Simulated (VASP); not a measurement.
A run of VASP 6.6.1:

INCAR

```
PREC = Accurate
ENCUT = 520
EDIFF = 1E-6
ISMEAR = 0
SIGMA = 0.05
LREAL = F
LASPH = T
NELM = 100
ALGO = Normal
ISIF = 2
LWAVE = F
LCHARG = F
GGA = PE
IVDW = 12
NBANDS = 33
```

File KPOINTS:

```
regular mesh
0
Gamma
  9 9 4
```

Contents of POSCAR:

```
ZnPb2N2
1.0
    3.8781480764      0.0000000000      0.0000000000
   -1.9390740382      3.3585747538      0.0000000000
    0.0000000000      0.0000000000      8.3155783987
Zn Pb N
1 2 2
Direct
    0.0000000000      0.0000000000      0.5000000000
    0.6666666667      0.3333333333      0.1869330000
    0.3333333333      0.6666666667      0.8130670000
    0.0000000000      0.0000000000      0.6983190000
    0.0000000000      0.0000000000      0.3016810000
```

Potentials or basis: VASP PAW PBE potentials, release 64 (Zn, Pb_d, N).

Command:

```sh
$ cat potpaw_PBE.64/Zn/POTCAR potpaw_PBE.64/Pb_d/POTCAR potpaw_PBE.64/N/POTCAR > POTCAR
$ mpirun -np 1 vasp_std > vasp.out
```

Hardware: 1 thread of Intel(R) Xeon(R) Platinum 8259CL CPU @ 2.50GHz (Skylake/Cascade Lake) (shared host).

**Question.** Estimate the wall time of this run.

**Answer.** Run time: 2.5 min on 1 thread of Intel(R) Xeon(R) Platinum 8259CL CPU @ 2.50GHz (Skylake/Cascade Lake), on a shared host, peak memory 0.33 GiB. Counts: scf iterations 15, k points 43.
